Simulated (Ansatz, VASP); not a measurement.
Pb in VASP and in Ansatz

```
CELL_PARAMETERS angstrom
0.00000 2.49475 2.49475
2.49475 0.00000 2.49475
2.49475 2.49475 0.00000
ATOMIC_POSITIONS crystal
Pb 0.00000 0.00000 0.00000
```

Alike in both runs: task electric field gradients; functional LDA; k mesh 13 × 13 × 13; occupations fermi-dirac, width 0.05 eV; no spin polarisation.

|  | VASP | Ansatz |
| --- | --- | --- |
| version | VASP 6.6.1 | Ansatz 0.2.0 |
| potentials or method | VASP PAW LDA potentials, release 64 (Pb_d) | PAW with Ansatz's default frozen-core files, scalar-relativistic |
| plane-wave cutoff (eV) | 520 | 420 |
| valence electrons in the cell | 14 | 14 |

```csv
,VASP,Ansatz,Ansatz less VASP
pressure (GPa),-2.9,-2.9,-0.03
```

LDA's correlation is that of Perdew and Zunger in VASP and of Perdew and Wang (1992) in Ansatz.

Neither program's run includes spin-orbit coupling.
